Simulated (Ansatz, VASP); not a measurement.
W in VASP and in Ansatz

The input INCAR:

```
PREC = Accurate ; ENCUT = 500
EDIFF = 1E-6 ; ISMEAR = 0
SIGMA = 0.15 ; LREAL = False
LASPH = True ; NELM = 120
ALGO = Normal ; ISIF = 2
LWAVE = False ; LCHARG = True
GGA = CA ; LELF = True
LVHAR = True ; NBANDS = 21
GGA_COMPAT = False
```

File KPOINTS:

```
Automatic mesh
0
Gamma
  16 16 12
```

The input POSCAR:

```
W
1.0
    0.0000000000     -1.9864787844     -1.9864787844
    0.0000000000      1.9864787844     -1.9864787844
    3.9729575688      0.0000000000      0.0000000000
W
2
Direct
    0.5305062407      0.4694937593      0.4965768575
   -0.0305062407      0.0305062407      0.0034231425
```

Input for Ansatz:

```yaml
crystal:
  lattice:
    - [0.0, -1.9864787844, -1.9864787844]
    - [0.0, 1.9864787844, -1.9864787844]
    - [3.9729575688, 0.0, 0.0]
  atoms:
    - { symbol: W, position: [0.5305062407, 0.4694937593, 0.4965768575] }
    - { symbol: W, position: [-0.0305062407, 0.0305062407, 0.0034231425] }
basis:
  ecutwfc: 420
kpoints:
  mp_grid: { grid: [16, 16, 12] }
hamiltonian:
  xc: lda
  pseudopotentials: { kind: paw, azcp: { folder: soft_1 } }
scf:
  occupations: { method: gaussian, width: 0.15 }
output:
  forces: true
  stress: true
  eigenvalues: true
  write_density: true
  write_potential: true
  elf: true
  volumetric_format: npy
```

Change from the starting cell: mode 4 frozen in at -0.121 Å and mode 6 at -0.014 Å (largest displacements).

Alike in both runs: task single point; functional LDA; k mesh 16 × 16 × 12; occupations gaussian, width 0.15 eV; no spin polarisation.

```csv
,VASP,Ansatz
version,VASP 6.6.1,Ansatz 0.2.0
potentials or method,"VASP PAW LDA potentials, release 64 (W_sv), cutoff 500 eV","scalar-relativistic, plane waves, PAW"
valence electrons in the cell,28,28
```

VASP gave:

| Item | Value |
| --- | --- |
| gap on the k mesh at the Fermi level (eV) | none |
| pressure (GPa) | 5.3 |
| traceless stress, the component that is largest in VASP (GPa) | -4.70 |
| rms of the force components (eV/Å) | 0.571 |

Which values does Ansatz return?

gap on the k mesh at the Fermi level (eV): none; pressure (GPa): 3.5; traceless stress, the component that is largest in VASP (GPa): -4.72; rms of the force components (eV/Å): 0.554.

Ansatz warns that its potentials were made for another functional, while VASP's fit it. LDA's correlation is that of Perdew and Zunger in VASP and of Perdew and Wang (1992) in Ansatz. Atom by atom the forces differ by 0.018 eV/Å (rms over components). A gap of «none» marks a metal or a gap that the smearing closes.

Neither program's run includes spin-orbit coupling.
